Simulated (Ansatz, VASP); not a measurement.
# Co3Sn2: VASP beside Ansatz

```xyz
5
Lattice="4.1631 0.0000 0.0000 -2.0816 3.6054 0.0000 0.0000 0.0000 4.9931" Properties=species:S:1:pos:R:3 pbc="T T T"
Co    0.0000    0.0000    3.7254
Co    0.0000    0.0000    1.2677
Co    2.0816    1.2018    0.0000
Sn    2.0816    1.2018    2.4966
Sn    0.0000    2.4036    0.0000
```

Alike in both runs: functional PBEsol; k mesh 12 × 12 × 8; occupations gaussian, width 0.1 eV; collinear spin.

Ansatz relaxed the structure, and its values are those at the end. VASP's run is a single point on that final structure, the one shown.

|  | VASP | Ansatz |
| --- | --- | --- |
| version | VASP 6.6.1 | Ansatz 0.2.0 |
| potentials or method | VASP PAW PBE potentials, release 64 (Co, Sn_d), cutoff 520 eV | scalar-relativistic, plane waves, PAW |
| valence electrons in the cell | 55 | 79 |

Ansatz gave:

| Quantity | Value |
| --- | --- |
| gap on the k mesh at the Fermi level (eV) | none |
| pressure (GPa) | 0.0 |
| net moment per atom (μB) | 0.46 |
| size of the moment on the site where the two differ most (μB) | 0.02 |

Problem. Which values does VASP return?

Solution. gap on the k mesh at the Fermi level (eV): none; pressure (GPa): -0.1; net moment per atom (μB): 0.46; size of the moment on the site where the two differ most (μB): 0.05.

VASP's potentials were made for PBE, not for PBEsol. Site moments also hang on the region over which each program counts them. A gap of «none» marks a metal or a gap that the smearing closes. VASP's potentials hold 55 valence electrons a cell and Ansatz's 79, so a difference there can come from the potentials and not from the codes.
